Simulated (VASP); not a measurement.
# Tl: single point with revPBE

The system is Tl.

```
CELL_PARAMETERS angstrom
0.00000 2.54261 2.54261
2.54261 0.00000 2.54261
2.54261 2.54261 0.00000
ATOMIC_POSITIONS crystal
Tl 0.00000 0.00000 0.00000
```

```json
{
 "Program": "VASP 6.6.1",
 "Task": "single point",
 "Functional": "revPBE",
 "Potentials or basis": "VASP PAW PBE potentials, release 64 (Tl_d)",
 "Cutoff": "520 eV",
 "k mesh": "18 × 18 × 18",
 "Occupations": "fermi-dirac, width 0.1 eV",
 "Spin": "no spin polarisation",
 "Dipole correction": "no",
 "Further INCAR settings": "ALGO = Normal; EDIFF = 1e-06; NBANDS = 12"
}
```

* Pressure: -0.1 GPa

Levels at points of the mesh, in eV from the Fermi level:
```csv
k point,band 2,band 3,band 4,band 5,band 6,band 7,band 8,band 9,band 10,band 11
"(0.00, 0.00, 0.00)",-11.50,-11.50,-11.31,-11.31,-9.15,9.14,9.14,9.14,10.71,12.61
"(0.50, 0.00, 0.00)",-11.49,-11.49,-11.14,-11.14,-5.34,-2.35,7.34,7.34,10.14,11.03
"(0.50, 0.50, 0.00)",-11.65,-11.15,-11.09,-11.09,-3.92,-1.40,3.80,3.80,6.84,8.20
```

Run time: 32 s on 1 thread of Intel(R) Xeon(R) Platinum 8488C (Sapphire Rapids), with other jobs on the host, peak memory 0.21 GiB.

Caveat: the PAW data sets were made with another functional, which shifts forces and pressure a little; spin-orbit coupling is left out, which moves the levels of the heavy elements.
